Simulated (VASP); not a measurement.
Set up this calculation in VASP 6.6.1, as the native input.

| Quantity | Value |
| --- | --- |
| Task | single point |
| Functional | PBE |
| Potentials or basis | VASP PAW PBE potentials, release 64 (Tl_d, H) |
| Cutoff | 520 eV |
| k mesh | 6 × 6 × 6 |
| Occupations | gaussian, width 0.1 eV |
| Spin | no spin polarisation |
| Dipole correction | no |
| Further INCAR settings | ALGO = Normal; EDIFF = 1e-07; NBANDS = 16 |

The structure of TlH3 lies in POSCAR:

```
TlH3
1.0
    3.5889185293      0.0000000000      0.0000000000
    0.0000000000      3.5889185293      0.0000000000
    0.0000000000      0.0000000000      3.5889185293
Tl H
1 3
Direct
    0.0000000000      0.0000000000      0.0000000000
    0.0000000000      0.5000000000      0.5000000000
    0.5000000000      0.0000000000      0.5000000000
    0.5000000000      0.5000000000      0.0000000000
```

These files were run (other wordings do the same):

INCAR

```
SYSTEM = TlH3
PREC = Accurate
ENCUT = 520
EDIFF = 1E-7
ISMEAR = 0
SIGMA = 0.1
LREAL = .False.
LASPH = .True.
NELM = 80
ALGO = Normal
ISIF = 2
LWAVE = .False.
LCHARG = .False.
GGA = PE
NBANDS = 16
```

KPOINTS

```
regular mesh
0
Gamma
  6 6 6
  0 0 0
```

Potentials or basis: VASP PAW PBE potentials, release 64 (Tl_d, H).

Command:

```console
$ cat potpaw_PBE.64/Tl_d/POTCAR potpaw_PBE.64/H/POTCAR > POTCAR
$ mpirun -np 1 vasp_std > vasp.out
```

It gave:

```json
{"Pressure": "-4.8 GPa", "Band gap on the k mesh": "zero (bands 8 and 9 overlap by 2.30 eV)"}
```

Caveat: the cell stands under tension; spin-orbit coupling is left out, which moves the levels of the heavy elements.

Wall time 6.8 s on 1 thread of Intel(R) Xeon(R) 6975P-C (Granite Rapids), on a shared host, peak memory 0.15 GiB.
